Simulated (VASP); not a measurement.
## Ge: relaxation of cell and atoms with PBE

Crystal: Ge.

```
CELL_PARAMETERS angstrom
0.00000 2.87891 2.87891
2.87891 0.00000 2.87891
2.87891 2.87891 0.00000
ATOMIC_POSITIONS crystal
Ge 0.25000 0.25000 0.25000
Ge 0.00000 0.00000 0.00000
```

| Property | Result |
| --- | --- |
| Program | VASP 6.6.1 |
| Task | relaxation of cell and atoms |
| Functional | PBE |
| Potentials or basis | VASP PAW PBE potentials, release 64 (Ge_d) |
| Cutoff | 600 eV |
| k mesh | 12 × 12 × 12 |
| Occupations | gaussian, width 0.1 eV |
| Spin | no spin polarisation |
| Dipole correction | no |
| Further INCAR settings | ALGO = Normal; EDIFF = 1e-06; IBRION = 2; EDIFFG = -0.01; NSW = 80; ISIF = 3 |

```
Pressure after relaxing : 0.1 GPa
Band gap on the k mesh  : zero (filled and empty bands touch)
```

Final structure:
```xyz
2
Lattice="0.0000 2.8789 2.8789 2.8789 0.0000 2.8789 2.8789 2.8789 0.0000" Properties=species:S:1:pos:R:3 pbc="T T T"
Ge    1.4395    1.4395    1.4395
Ge    0.0000    0.0000    0.0000
```

Levels at points of the mesh, in eV from the Fermi level:
```csv
k point,band 11,band 12,band 13,band 14,band 15,band 16,band 17,band 18
"(0.00, 0.00, 0.00)",-12.36,-0.42,0.02,0.02,0.02,2.55,2.55,2.55
"(0.50, 0.00, 0.00)",-10.40,-7.35,-1.31,-1.31,0.05,3.74,3.74,7.12
"(0.50, 0.50, 0.00)",-8.68,-8.68,-2.88,-2.88,0.84,0.84,9.10,9.10
```

It took 61 s on 1 thread of Intel(R) Xeon(R) Platinum 8259CL CPU @ 2.50GHz (Skylake/Cascade Lake) (shared host), peak memory 0.23 GiB.

Caveat: the relaxation stopped at its first step, so nothing moved.
